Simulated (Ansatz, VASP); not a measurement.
# MnSb: VASP beside Ansatz

The input POSCAR:

```
MnSb
1.0
    4.1500000000      0.0000000000      0.0000000000
   -2.0750000000      3.5940054257      0.0000000000
    0.0000000000      0.0000000000      5.7800000000
Sb Mn
2 2
Direct
    0.6666666667      0.3333333333      0.7500000000
    0.3333333333      0.6666666667      0.2500000000
    0.0000000000      0.0000000000      0.5000000000
    0.0000000000      0.0000000000      0.0000000000
```

The input INCAR.step1:

```
SYSTEM = MnSb
PREC = Accurate
ENCUT = 520
EDIFF = 1E-5
ISMEAR = -1
SIGMA = 0.05
LREAL = .FALSE.
LASPH = .TRUE.
NELM = 150
ALGO = Normal
ISIF = 2
LWAVE = .TRUE.
LCHARG = .FALSE.
ISPIN = 2
MAGMOM = 0 0 4 4
LORBIT = 11
LMAXMIX = 4
GGA = PE
NBANDS = 30
LUSENCCL = .FALSE.
```

The input INCAR.step2:

```
SYSTEM = MnSb
PREC = Accurate
ENCUT = 520
EDIFF = 1E-6
ISMEAR = -1
SIGMA = 0.05
LREAL = .FALSE.
LASPH = .TRUE.
NELM = 150
ALGO = Normal
ISIF = 2
LWAVE = .FALSE.
LCHARG = .FALSE.
ISPIN = 2
MAGMOM = 0 0 4 4
LORBIT = 11
LMAXMIX = 4
GGA = PE
LHFCALC = .TRUE.
AEXX = 0.25
HFSCREEN = 0.3
PRECFOCK = Normal
ISTART = 1
NBANDS = 30
LUSENCCL = .FALSE.
```

KPOINTS

```
regular mesh
0
G
  4 4 3
  0 0 0
```

The input input.yaml:

```yaml
crystal:
  lattice:
    - [4.15, 0.0, 0.0]
    - [-2.075, 3.5940054257, 0.0]
    - [0.0, 0.0, 5.78]
  atoms:
    - { symbol: Sb, position: [0.6666666667, 0.3333333333, 0.75] }
    - { symbol: Sb, position: [0.3333333333, 0.6666666667, 0.25] }
    - { symbol: Mn, position: [0.0, 0.0, 0.5], spin: 4.0 }
    - { symbol: Mn, position: [0.0, 0.0, 0.0], spin: 4.0 }
hamiltonian:
  xc: { exchange: pbe, correlation: pbe, exx: { coeff: 0.25, omega: 0.3 } }
  pseudopotentials: { kind: paw }
magnetization:
  spin_polarized: true
kpoints:
  mp_grid: { grid: [4, 4, 3] }
scf:
  occupations: { method: fermi_dirac, width: 0.05 }
output:
  forces: true
  stress: true
  eigenvalues: true
```

Alike in both runs: task single point; functional PBE-based screened hybrid with a share of 0.25 of exact exchange and HFSCREEN = 0.3; k mesh 4 × 4 × 3; occupations fermi-dirac, width 0.05 eV; collinear spin.

|  | VASP | Ansatz |
| --- | --- | --- |
| version | VASP 6.6.1 | Ansatz 0.2.0 |
| potentials or method | VASP PAW PBE potentials, release 64 (Sb, Mn_pv) | Ansatz PAW |
| plane-wave cutoff (eV) | 520 | 420 |
| valence electrons in the cell | 36 | 60 |

|  | VASP | Ansatz | Ansatz less VASP |
| --- | --- | --- | --- |
| gap on the k mesh at the Fermi level (eV) | none | none | - |
| pressure (GPa) | 4.4 | 4.9 | +0.44 |
| traceless stress, the component that is largest in VASP (GPa) | 2.01 | 1.83 | -0.185 |
| net moment per atom (μB) | 2.00 | 2.00 | -0.003 |
| size of the moment on the site where the two differ most (μB) | 0.23 | 0.19 | -0.030 |

VASP's potentials were made for PBE, not for PBE-based screened hybrid. Site moments also hang on the region over which each program counts them. A gap of «none» marks a metal or a gap that the smearing closes. The functional is the same, so the differences come from potentials, cutoffs and numerics. VASP's potentials hold 36 valence electrons a cell and Ansatz's 60, so a difference there can come from the potentials and not from the codes.

The k mesh is coarse, so the values compare programs but aren't converged. Neither program's run includes spin-orbit coupling. Noted on Ansatz's run: the magnetic or orbital state may not be the lowest.
